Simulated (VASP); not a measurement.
Set up this calculation in VASP 6.6.1, as the native input.

| Quantity | Value |
| --- | --- |
| Task | single point |
| Functional | PBEsol |
| Potentials or basis | VASP PAW PBE potentials, release 64 (Mg) |
| Cutoff | 600 eV |
| k mesh | 6 × 6 × 4 |
| Occupations | methfessel-paxton, width 0.1 eV |
| Spin | no spin polarisation |
| Dipole correction | no |
| Further INCAR settings | ALGO = Normal; EDIFF = 1e-06; NBANDS = 9 |

The structure of Mg lies in POSCAR:

```
Mg
1.0
    3.1620868024      0.0000000000      0.0000000000
   -1.5810434012      2.7384474998      0.0000000000
    0.0000000000      0.0000000000      5.2037215598
Mg
2
Direct
    0.3333333333      0.6666666667      0.2500000000
    0.6666666667      0.3333333333      0.7500000000
```

One way to write it, as run:

INCAR

```
SYSTEM = Mg
PREC = Accurate
ENCUT = 600
EDIFF = 1E-6
ISMEAR = 1
SIGMA = 0.1
LREAL = .False.
LASPH = .True.
NELM = 120
ALGO = Normal
ISIF = 2
LWAVE = .False.
LCHARG = .True.
GGA = PS
LELF = .True.
LVHAR = .True.
NBANDS = 9
GGA_COMPAT = .False.
```

KPOINTS

```
regular mesh
0
Gamma
  6 6 4
  0 0 0
```

Potentials or basis: VASP PAW PBE potentials, release 64 (Mg).

Launch:

```sh
$ cat potpaw_PBE.64/Mg/POTCAR > POTCAR
$ mpirun -np 1 vasp_std > vasp.out
```

It gave:

- Pressure: -0.1 GPa
- Band gap on the k mesh: zero (band 2 reaches 2.95 eV, above the bottom of band 3 at 1.32 eV)

Caveat: the k points lie up to 0.38 Å⁻¹ apart; the PAW data sets were made with another functional, which shifts forces and pressure a little.

Run time: 8.9 s on 1 thread of Intel Xeon 8259CL (shared host), peak memory 0.17 GiB.
